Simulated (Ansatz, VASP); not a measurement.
# Li5B4 in VASP and in Ansatz

INCAR

```
ALGO = Normal
EDIFF = 1E-6
EDIFFG = -0.01
ENCUT = 600
GGA = PE
IBRION = 2
ISIF = 3
ISMEAR = -1
LASPH = True
LCHARG = False
LREAL = False
LWAVE = False
NELM = 80
NSW = 80
PREC = Accurate
SIGMA = 0.15
```

The input KPOINTS:

```
k-points
0
Gamma
  6 6 6
```

POSCAR

```
Li5B4
1.0
    4.7968850000      0.0000000000      0.0000000000
    0.5099046893      4.7697067951      0.0000000000
    0.5099046893      0.4582988970      4.7476378371
Li B
5 4
Direct
    0.2784580000      0.7119380000      0.7119380000
    0.7119380000      0.2784580000      0.7119380000
    0.7119380000      0.7119380000      0.2784580000
    0.7870130000      0.7870130000      0.7870130000
    0.3098810000      0.3098810000      0.3098810000
    0.8119350000      0.2205930000      0.2205930000
    0.2205930000      0.8119350000      0.2205930000
    0.2205930000      0.2205930000      0.8119350000
    0.0226510000      0.0226510000      0.0226510000
```

Input for Ansatz:

```yaml
crystal:
  lattice:
    - [4.796885, 0.0, 0.0]
    - [0.5099046892661837, 4.769706795085978, 0.0]
    - [0.5099046892661837, 0.45829889700705817, 4.747637837081875]
  atoms:
    - { symbol: Li, position: [0.27845800000000004, 0.711938, 0.711938] }
    - { symbol: Li, position: [0.711938, 0.278458, 0.711938] }
    - { symbol: Li, position: [0.711938, 0.711938, 0.278458] }
    - { symbol: Li, position: [0.787013, 0.787013, 0.787013] }
    - { symbol: Li, position: [0.30988099999999996, 0.309881, 0.309881] }
    - { symbol: B, position: [0.811935, 0.22059300000000004, 0.22059300000000004] }
    - { symbol: B, position: [0.22059299999999998, 0.811935, 0.22059300000000004] }
    - { symbol: B, position: [0.220593, 0.22059300000000004, 0.8119350000000001] }
    - { symbol: B, position: [0.022651, 0.022651, 0.022651] }
kpoints:
  mp_grid:
    grid: [6, 6, 6]
    shift: [0.0, 0.0, 0.0]
hamiltonian:
  xc: pbe
scf:
  occupations:
    method: fermi_dirac
    width: 0.15
relax:
  cell:
    stress_tol: 0.01
```

Alike in both runs: task relaxation of cell and atoms; functional PBE; k mesh 6 × 6 × 6; occupations fermi-dirac, width 0.15 eV; no spin polarisation.

|  | VASP | Ansatz |
| --- | --- | --- |
| version | VASP 6.6.1 | Ansatz 0.2.0 |
| potentials or method | VASP PAW PBE potentials, release 64 (Li_sv, B) | plane waves, PAW |
| plane-wave cutoff (eV) | 600 | 420 |
| valence electrons in the cell | 27 | 27 |

|  | VASP | Ansatz | Ansatz less VASP |
| --- | --- | --- | --- |
| relaxed volume (Å³/atom) | 11.97 | 11.32 | -0.650 |
| relaxed length of the cell vector where the two differ most in proportion (Å) | 4.786 | 4.872 | +0.0865 |

Noted on VASP's run: the cutoff is under 1.25 times that of the potentials, so the pressure is a little rough.
